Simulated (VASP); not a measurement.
# Mn (P6_3/mmc) in VASP: further runs

Runs on Mn. Level: LDA. Tasks: relaxation of cell and atoms, single point.

Program: VASP 6.6.1. These are calculated values, not measurements. Logs are shortened: lines on timing, memory, paths and dates and some standing lists are left out, and cuts for length are marked.

**1. The cell of the first run**

It takes space group P6_3/mmc (No. 194, hexagonal). The conventional cell has a = 2.453 Å, b = 2.453 Å, c = 8.128 Å, α = 90.00°, β = 90.00°, γ = 120.00°. Mn (site symmetry 3m) has 10 Mn at 1.91 to 2.58 Å within 2.6 Å.

This isn't the form of Mn at room conditions, which is a 58-atom cubic cell.

**2. Relaxation of cell and atoms, LDA**

Input file INCAR:

```
PREC = Accurate
ENCUT = 600
EDIFF = 1E-7
ISMEAR = 0
SIGMA = 0.1
LREAL = F
LASPH = T
NELM = 80
ALGO = Fast
ISIF = 3
LWAVE = F
LCHARG = F
IBRION = 2
NSW = 80
EDIFFG = -0.01
```

Input file KPOINTS:

```
Automatic mesh
0
Gamma
  18 18 6
```

Input file POSCAR:

```
Mn
1.0
    2.4528838612      0.0000000000      0.0000000000
   -1.2264419306      2.1242597363      0.0000000000
    0.0000000000      0.0000000000      8.1276052952
Mn
4
Direct
    0.3333333333      0.6666666667      0.1327693778
    0.6666666667      0.3333333333      0.6327693778
    0.3333333333      0.6666666667      0.3672306222
    0.6666666667      0.3333333333      0.8672306222
```

Potentials or basis: VASP PAW LDA potentials, release 64 (Mn_pv).

Command:

```
cat potpaw_LDA.64/Mn_pv/POTCAR > POTCAR
mpirun -np 1 vasp_std > vasp.out
```

OUTCAR:

```text
PREC = Accurate
   ENCUT = 600
   EDIFF = 1E-7
   ISMEAR = 0
   LREAL = F
   LASPH = T
   NELM = 80
   ISIF = 3
   IBRION = 2
   NSW = 80
   EDIFFG = -0.01

 ion  position               nearest neighbor table
   1  0.333  0.667  0.133-   3 1.91   4 2.58   4 2.58   4 2.58   3 3.11   3 3.11   3 3.11   3 3.11
                             3 3.11   3 3.11
   2  0.667  0.333  0.633-   4 1.91   3 2.58   3 2.58   3 2.58   4 3.11   4 3.11   4 3.11   4 3.11
                             4 3.11   4 3.11
   3  0.333  0.667  0.367-   1 1.91   2 2.58   2 2.58   2 2.58   1 3.11   1 3.11   1 3.11   1 3.11
                             1 3.11   1 3.11
   4  0.667  0.333  0.867-   2 1.91   1 2.58   1 2.58   1 2.58   2 3.11   2 3.11   2 3.11   2 3.11
                             2 3.11   2 3.11

  LATTYP: Found a hexagonal cell.
 ALAT       =     2.4528838612
 C/A-ratio  =     3.3134896534

  Lattice vectors:

 A1 = (   2.4528838612,   0.0000000000,   0.0000000000)
 A2 = (  -1.2264419306,   2.1242597363,   0.0000000000)
 A3 = (   0.0000000000,   0.0000000000,   8.1276052952)

Analysis of symmetry for initial positions (statically):
=====================================================================
 Subroutine PRICEL returns:
 Original cell was already a primitive cell.

 Routine SETGRP: Setting up the symmetry group for a
 hexagonal supercell.

 Subroutine GETGRP returns: Found 24 space group operations
 (whereof 12 operations were pure point group operations)
 out of a pool of 24 trial point group operations.

The static configuration has the point symmetry D_3d.
 The point group associated with its full space group is D_6h.

Analysis of symmetry for dynamics (positions and initial velocities):
=====================================================================
 Subroutine PRICEL returns:
 Original cell was already a primitive cell.

 Routine SETGRP: Setting up the symmetry group for a
 hexagonal supercell.

 Subroutine GETGRP returns: Found 24 space group operations
 (whereof 12 operations were pure point group operations)
 out of a pool of 24 trial point group operations.

The dynamic configuration has the point symmetry D_3d.
 The point group associated with its full space group is D_6h.

 Subroutine INISYM returns: Found 24 space group operations
 (whereof 12 operations are pure point group operations),
 and found     1 'primitive' translations

[... 120 lines left out ...]
  Fermi-wavevector in a.u.,A,eV,Ry     =   1.753047  3.312778 41.813064  3.073174
  Thomas-Fermi vector in A             =   2.823259
   LORBIT       =      0    0 simple, 1 ext, 2 COOP (PROOUT), +10 PAW based schemes
   GGA     = CA    functional components
   LHFCALC =     F    Hartree Fock is set to
   AEXX    =    0.0000 exact exchange contribution
   IVDW    =     0    specifies the selected vdW correction
   LEPSILON=     F    determine dielectric tensor
   LRPA    =     F    only Hartree local field effects (RPA)
 conjugate gradient relaxation of ions
 non-spin polarized calculation
 RMM-DIIS sequential band-by-band and
 Gauss-broadening in eV      SIGMA  =   0.10
  energy-cutoff  :      600.00
  volume of cell :       42.35
 maximum number of plane-waves:      1455
 NGX is ok and might be reduce to    20
   NGX =  9   NGY =  9   NGZ = 33

--------------------------------------- Ionic step        1  -------------------------------------------

 number of electron      52.0000000 magnetization

 Free energy of the ion-electron system (eV)
  ---------------------------------------------------
  ext. energy  EPLUGINS =         0.00000000
  ---------------------------------------------------
  free energy    TOTEN  =       -39.07841784 eV

  energy without entropy =      -39.05618788  energy(sigma->0) =      -39.06730286

------------------------ aborting loop because EDIFF is reached ----------------------------------------

  FORCE on cell =-STRESS in cart. coord.  units (eV):
  Direction    XX          YY          ZZ          XY          YZ          ZX
  --------------------------------------------------------------------------------------
  -------------------------------------------------------------------------------------
  Total       -0.0583993     -0.0583993      2.8931555     -0.0000000      0.0000000      0.0000000
  in kB       -2.2093818     -2.2093818    109.4548842     -0.0000000      0.0000000      0.0000000
  external PRESSURE =      35.0120402 kB  Pullay stress =       0.0000000 kB
[... 95 lines left out ...]
  FREE ENERGIE OF THE ION-ELECTRON SYSTEM (eV)
  ---------------------------------------------------
  free  energy   TOTEN  =       -39.1112941487 eV

  energy  without entropy=      -39.0870049437  energy(sigma->0) =      -39.09914955

[... ionic steps 4 to 8 ...]

--------------------------------------- Ionic step        9  -------------------------------------------

 number of electron      51.9999995 magnetization

------------------------ aborting loop because EDIFF is reached ----------------------------------------
[... 71 lines left out ...]
--------------------------------------- Ionic step       11  -------------------------------------------

 number of electron      51.9999995 magnetization

 Free energy of the ion-electron system (eV)
  ---------------------------------------------------
  ext. energy  EPLUGINS =         0.00000000
  ---------------------------------------------------
  free energy    TOTEN  =       -39.11676594 eV

  energy without entropy =      -39.09205023  energy(sigma->0) =      -39.10440809

 E-fermi :  10.6956     XC(G=0): -14.3978

 val. band max:       10.6907260567   @ k =   0.1111   0.0556   0.0000
 cond. band min:      10.6963503467   @ k =   0.1667   0.0000   0.1667
 fundamental gap:      0.0056242900
 Fermi energy:        10.6956353473

 k-point     1 :       0.0000    0.0000    0.0000
  band No.  band energies     occupation
      1     -37.9669      2.00000
      2     -37.6707      2.00000
      3     -36.6199      2.00000
      4     -36.6199      2.00000
      5     -36.5870      2.00000
      6     -36.5870      2.00000
[... 805 lines left out ...]
     30      12.5344      0.00000
     31      13.1156      0.00000

 [... further k-points ...]

------------------------ aborting loop because EDIFF is reached ----------------------------------------

  FORCE on cell =-STRESS in cart. coord.  units (eV):
  Direction    XX          YY          ZZ          XY          YZ          ZX
  --------------------------------------------------------------------------------------
  -------------------------------------------------------------------------------------
  Total        0.0229730      0.0229730      0.0027099      0.0000000     -0.0000000      0.0000000
  in kB        0.8701074      0.8701074      0.1026386      0.0000000     -0.0000000      0.0000000
  external PRESSURE =       0.6142845 kB  Pullay stress =       0.0000000 kB
[... 19 lines left out ...]
  FREE ENERGIE OF THE ION-ELECTRON SYSTEM (eV)
  ---------------------------------------------------
  free  energy   TOTEN  =       -39.1167659448 eV

  energy  without entropy=      -39.0920502295  energy(sigma->0) =      -39.10440809

 reached required accuracy - stopping structural energy minimisation
```

CONTCAR:

```text
Mn
   1.00000000000000
     2.4453416833263235   -0.0000000000000000    0.0000000000000000
    -1.2226708416631618    2.1177280186618326   -0.0000000000000000
     0.0000000000000000   -0.0000000000000000    8.1685592392994657
  Mn
     4
Direct
     0.3333333332999970    0.6666666667000030    0.1301019422441974
     0.6666666667000030    0.3333333332999970    0.6301019422441975
     0.3333333332999970    0.6666666667000030    0.3698980577558025
     0.6666666667000030    0.3333333332999970    0.8698980577558025

  0.00000000E+00  0.00000000E+00  0.00000000E+00
  0.00000000E+00  0.00000000E+00  0.00000000E+00
  0.00000000E+00  0.00000000E+00  0.00000000E+00
  0.00000000E+00  0.00000000E+00  0.00000000E+00
```

Wall time 32 min (1 thread of Intel Xeon 8259CL, shared host); peak memory 0.3 GiB.

Results:

```
Free energy                           : -39.1168 eV
Relaxed volume                        : 10.58 Å³/atom
Relaxed cell                          : a = 2.445 Å, b = 2.445 Å, c = 8.169 Å, α = 90.00°, β = 90.00°, γ = 120.00°
Space group after relaxing (to 0.1 Å) : P6_3/mmc (No. 194)
Energy gained by relaxing             : 9.6 meV/atom
Ionic steps                           : 11
Pressure after relaxing               : 0.1 GPa
```

Forces in eV/Å, atoms in the order of the input:
```
Mn   0.000  0.000  0.002
Mn   0.000  0.000  0.002
Mn   0.000  0.000 -0.002
Mn   0.000  0.000 -0.002
```

Stress tensor (GPa, compression positive):
```
0.09 0.00 0.00
0.00 0.09 0.00
0.00 0.00 0.01
```

Step by step:
```tsv
step	energy change (eV)	largest force (eV/Å)	pressure (GPa)	volume (Å³)
1	0.0000	0.8038	3.50	42.35
2	0.0797	0.5179	-11.48	43.77
3	-0.0329	0.0827	-2.48	42.80
4	-0.0331	0.1178	-2.10	42.77
5	-0.0331	0.1276	-2.03	42.76
6	-0.0369	0.0623	1.52	42.12
7	-0.0374	0.0790	0.55	42.29
8	-0.0383	0.0236	-0.23	42.33
9	-0.0383	0.0100	-0.16	42.33
10	-0.0383	0.0047	0.25	42.28
11	-0.0383	0.0024	0.06	42.30
```

Final structure:
```cif
data_structure
_symmetry_space_group_name_H-M 'P 1'
_symmetry_Int_Tables_number 1
_cell_length_a 2.4453
_cell_length_b 2.4453
_cell_length_c 8.1686
_cell_angle_alpha 90.000
_cell_angle_beta 90.000
_cell_angle_gamma 120.000
_cell_volume 42.30
loop_
_atom_site_label
_atom_site_type_symbol
_atom_site_fract_x
_atom_site_fract_y
_atom_site_fract_z
_atom_site_occupancy
Mn1 Mn 0.33333 0.66667 0.13010 1
Mn2 Mn 0.66667 0.33333 0.63010 1
Mn3 Mn 0.33333 0.66667 0.36990 1
Mn4 Mn 0.66667 0.33333 0.86990 1
```

Levels at points of the mesh, in eV from the Fermi level:
| k point | band 24 | band 25 | band 26 | band 27 | band 28 | band 29 |
| --- | --- | --- | --- | --- | --- | --- |
| (0.00, 0.00, 0.00) | -0.70 | -0.70 | -0.53 | -0.53 | -0.53 | -0.53 |
| (0.50, 0.00, 0.00) | -0.58 | 0.54 | 0.75 | 1.79 | 1.85 | 1.98 |
| (0.00, 0.00, 0.50) | -0.79 | -0.79 | -0.79 | -0.49 | -0.49 | -0.20 |
| (0.50, 0.00, 0.50) | -0.76 | 0.66 | 0.66 | 1.40 | 1.40 | 1.82 |

Caveat: the highest band is partly filled, so the run has too few bands; atoms lie so close that the PAW spheres overlap strongly, which falsifies energies and pressures; the run has no spin polarisation, though such a crystal can be magnetic.

**3. Single point, LDA**

Input file INCAR:

```
PREC = Accurate
ENCUT = 680
EDIFF = 1E-6
ISMEAR = 0
SIGMA = 0.1
LREAL = False
LASPH = True
NELM = 120
ALGO = Normal
ISIF = 2
LWAVE = False
LCHARG = False
NBANDS = 38
GGA_COMPAT = False
```

Input file KPOINTS:

```
regular mesh
0
Gamma
  18 18 6
```

Input file POSCAR:

```
Mn
1.0
    2.4518338990      0.0000000000      0.0000000000
   -1.2259169495      2.1233504424      0.0000000000
    0.0000000000      0.0000000000      8.1279260588
Mn
4
Direct
    0.3333333333      0.6666666667      0.1327885981
    0.6666666667      0.3333333333      0.6327885981
    0.3333333333      0.6666666667      0.3672114019
    0.6666666667      0.3333333333      0.8672114019
```

Potentials or basis: VASP PAW LDA potentials, release 64 (Mn_sv).

Command:

```
cat potpaw_LDA.64/Mn_sv/POTCAR > POTCAR
mpirun -np 1 vasp_std > vasp.out
```

OUTCAR:

```text
PREC = Accurate
   ENCUT = 680
   EDIFF = 1E-6
   ISMEAR = 0
   LREAL = False
   LASPH = True
   NELM = 120
   ISIF = 2

 ion  position               nearest neighbor table
   1  0.333  0.667  0.133-   3 1.91   4 2.58   4 2.58   4 2.58
   2  0.667  0.333  0.633-   4 1.91   3 2.58   3 2.58   3 2.58
   3  0.333  0.667  0.367-   1 1.91   2 2.58   2 2.58   2 2.58
   4  0.667  0.333  0.867-   2 1.91   1 2.58   1 2.58   1 2.58

  LATTYP: Found a hexagonal cell.
[... 1184 lines left out ...]

  FORCE on cell =-STRESS in cart. coord.  units (eV):
  Direction    XX          YY          ZZ          XY          YZ          ZX
  --------------------------------------------------------------------------------------
  -------------------------------------------------------------------------------------
  Total       -0.1850293     -0.1850293      0.4117367      0.0000000      0.0000000      0.0000000
  in kB       -7.0058157     -7.0058157     15.5896987      0.0000000      0.0000000      0.0000000
  external PRESSURE =       0.5260224 kB  Pullay stress =       0.0000000 kB

 VOLUME and BASIS-vectors are now :
 -----------------------------------------------------------------------------
  energy-cutoff  :      680.00
  volume of cell :       42.31
      direct lattice vectors                 reciprocal lattice vectors
     2.451833899  0.000000000  0.000000000     0.407857971  0.235476910  0.000000000
    -1.225916949  2.123350442  0.000000000     0.000000000  0.470953819  0.000000000
     0.000000000  0.000000000  8.127926059     0.000000000  0.000000000  0.123032615

 POSITION                                       TOTAL-FORCE (eV/Angst)
 -----------------------------------------------------------------------------------
     -0.00000      1.41557      1.07930         0.000000      0.000000     -0.183439
      1.22592      0.70778      5.14326         0.000000     -0.000000     -0.183439
     -0.00000      1.41557      2.98467        -0.000000     -0.000000      0.183439
      1.22592      0.70778      7.04863         0.000000     -0.000000      0.183439
 -----------------------------------------------------------------------------------
    total drift:                               -0.000001      0.000001     -0.000000

  FREE ENERGIE OF THE ION-ELECTRON SYSTEM (eV)
  ---------------------------------------------------
  free  energy   TOTEN  =       -39.4701166714 eV

  energy  without entropy=      -39.4480854057  energy(sigma->0) =      -39.45910104
```

OSZICAR:

```text
N       E                     dE             d eps       ncg     rms          rms(c)
DAV:   1     0.157132260724E+04    0.15713E+04   -0.37880E+04 12268   0.551E+03
DAV:   2     0.153736346069E+03   -0.14176E+04   -0.13957E+04 11356   0.109E+03
DAV:   3    -0.158629043026E+02   -0.16960E+03   -0.15938E+03 13098   0.480E+02
DAV:   4    -0.383280324416E+02   -0.22465E+02   -0.21396E+02 18664   0.161E+02
DAV:   5    -0.434549666856E+02   -0.51269E+01   -0.50859E+01 20476   0.514E+01    0.263E+01
DAV:   6    -0.393371595435E+02    0.41178E+01   -0.40511E+01 16658   0.895E+01    0.595E+00
DAV:   7    -0.394083722877E+02   -0.71213E-01   -0.41831E+00 19152   0.260E+01    0.351E+00
DAV:   8    -0.394594125204E+02   -0.51040E-01   -0.27662E-01 19544   0.466E+00    0.149E+00
DAV:   9    -0.394709117271E+02   -0.11499E-01   -0.54622E-02 19964   0.267E+00    0.206E-01
DAV:  10    -0.394702141359E+02    0.69759E-03   -0.34129E-03 18196   0.659E-01    0.858E-02
DAV:  11    -0.394701072410E+02    0.10689E-03   -0.50334E-04 19930   0.337E-01    0.471E-02
DAV:  12    -0.394701173645E+02   -0.10124E-04   -0.59043E-05 19742   0.106E-01    0.998E-03
DAV:  13    -0.394701166714E+02    0.69311E-06   -0.54359E-06 15150   0.225E-02
   1 F= -.39470117E+02 E0= -.39459101E+02  d E =-.220313E-01
```

stdout:

```text
POSCAR found type information on POSCAR Mn
 POSCAR found :  1 types and       4 ions
 scaLAPACK will be used
 LDA part: xc-table for (Slater(with rela. corr.)+CA(PZ))
 , standard interpolation
 POSCAR, INCAR and KPOINTS ok, starting setup
 FFT: planning ... GRIDC
 FFT: planning ... GRID_SOFT
 FFT: planning ... GRID
 WAVECAR not read
 entering main loop
```

It took 13 min on 1 thread of AMD EPYC 7R43 (Zen 3), shared host; peak memory 0.31 GiB.

What came out:

| Item | Value |
| --- | --- |
| Free energy | -39.4701 eV |
| Pressure | 0.1 GPa |
| Largest force | 0.183 eV/Å |
| Band gap on the k mesh | zero (bands 30 and 31 overlap by 1.88 eV) |

Forces on the atoms (eV/Å):
```
Mn   0.000  0.000 -0.183
Mn   0.000  0.000 -0.183
Mn   0.000  0.000  0.183
Mn   0.000  0.000  0.183
```

Stress tensor (GPa, compression positive):
```
-0.70  0.00  0.00
 0.00 -0.70  0.00
 0.00  0.00  1.56
```

Levels at points of the mesh, in eV from the Fermi level:
```tsv
k point	band 26	band 27	band 28	band 29	band 30	band 31	band 32	band 33	band 34	band 35
(0.00, 0.00, 0.00)	-1.29	-0.69	-0.69	-0.67	-0.60	-0.60	-0.45	-0.45	-0.29	-0.29
(0.50, 0.00, 0.00)	-1.77	-0.80	-0.63	0.67	0.73	1.77	1.83	2.09	2.10	2.20
(0.00, 0.00, 0.50)	-1.27	-0.82	-0.82	-0.82	-0.82	-0.34	-0.34	-0.28	-0.28	-0.28
(0.50, 0.00, 0.50)	-1.40	-0.75	-0.75	0.71	0.71	1.52	1.52	1.81	1.81	2.13
```

Caveat: atoms lie so close that the PAW spheres overlap strongly, which falsifies energies and pressures; the run has no spin polarisation, though such a crystal can be magnetic. Spin polarisation is off, so any magnetic state and its effect on volume and gap are missing.
